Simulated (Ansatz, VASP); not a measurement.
## SrTiO3: VASP beside Ansatz

Contents of INCAR:

```
SYSTEM = SrTiO3
PREC = Accurate ; ENCUT = 520
EDIFF = 1E-7 ; ISMEAR = -1
SIGMA = 0.02 ; LREAL = .FALSE.
LASPH = .TRUE. ; NELM = 60
ALGO = Normal ; ISIF = 2
LWAVE = .FALSE. ; LCHARG = .FALSE.
GGA = PE ; NBANDS = 28
```

Contents of KPOINTS:

```
Automatic mesh
0
G
  6 6 6
  0 0 0
```

The input POSCAR:

```
SrTiO3
1.0
    3.9068515016      0.0000000000      0.0000000000
    0.0000000000      3.9068515016      0.0000000000
    0.0000000000      0.0000000000      3.8287144715
Sr Ti O
1 1 3
Direct
    0.0000000000      0.0000000000      0.0000000000
    0.5000000000      0.5000000000      0.5000000000
    0.5000000000      0.5000000000      0.0000000000
    0.5000000000      0.0000000000      0.5000000000
    0.0000000000      0.5000000000      0.5000000000
```

Input for Ansatz:

```yaml
crystal:
  lattice:
    - [3.9068515016, 0.0, 0.0]
    - [0.0, 3.9068515016, 0.0]
    - [0.0, 0.0, 3.8287144715]
  atoms:
    - { symbol: Sr, position: [0.0, 0.0, 0.0] }
    - { symbol: Ti, position: [0.5, 0.5, 0.5] }
    - { symbol: O, position: [0.5, 0.5, 0.0] }
    - { symbol: O, position: [0.5, 0.0, 0.5] }
    - { symbol: O, position: [0.0, 0.5, 0.5] }
kpoints:
  mp_grid: { grid: [6, 6, 6] }
  band_path:
    path: [[0.0, 0.0, 0.0], [0.0, 0.5, 0.0], [0.5, 0.5, 0.0], [0.5, 0.5, 0.5]]
    npoints: 1
hamiltonian:
  xc: pbe
scf:
  occupations: { method: fermi_dirac, width: 0.02 }
  n_extra_bands: 5
output:
  forces: true
  stress: true
  eigenvalues: true
  write_density: true
  write_potential: true
  elf: true
  volumetric_format: npy
```

Change from the starting cell: uniaxial_z strain -2.0%.

Alike in both runs: task single point; functional PBE; k mesh 6 × 6 × 6; occupations fermi-dirac, width 0.02 eV; no spin polarisation.

```csv
,VASP,Ansatz
version,VASP 6.6.1,Ansatz 0.2.0
potentials or method,"VASP PAW PBE potentials, release 64 (Sr_sv, Ti_sv, O)","plane waves, PAW"
plane-wave cutoff (eV),520,420
valence electrons in the cell,40,40
```

```csv
,VASP,Ansatz,Ansatz less VASP
gap on the k mesh at the Fermi level (eV),1.85,1.89,+0.034
pressure (GPa),8.8,8.1,-0.68
"traceless stress, the component that is largest in VASP (GPa)",3.68,3.62,-0.054
```
